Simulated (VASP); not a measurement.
Crystal: Ti3Al.

```
Ti Al
1.0
     0.00000    3.19111    3.19111
     3.19111    0.00000    3.19111
     3.19111    3.19111    0.00000
Ti Al
3 1
Direct
  0.75000 0.75000 0.75000
  0.25000 0.25000 0.25000
  0.00000 0.00000 0.00000
  0.50000 0.50000 0.50000
```

Base run:

* Program: VASP 6.6.1
* Functional: PBEsol
* Potentials or basis: VASP PAW PBE potentials, release 64 (Ti_sv, Al)
* Cutoff: 520 eV
* k mesh: 12 × 12 × 12
* Occupations: gaussian, width 0.15 eV
* Spin: collinear spin, ferromagnetic start
* Starting moments: [0.2, 0.2, 0.2, 0.0] μB
* Fixed moment: 0.6 μB

Its results: pressure -0.7 GPa; site moments Ti +0.04, +0.41; Al -0.01 μB.

Task: The run is repeated on the same cell with these changes: fixed moment from 0.6 μB to 1.8 μB; moments at the start from [0.2, 0.2, 0.2, 0.0] to [0.6, 0.6, 0.6, 0.0]. What comes out?

Result: Pressure 0.1 GPa; site moments Ti +0.23, +0.90; Al -0.02 μB.

Caveats: the PAW data sets were made with another functional, which shifts forces and pressure a little; the total moment is fixed, so each spin has its own Fermi level.
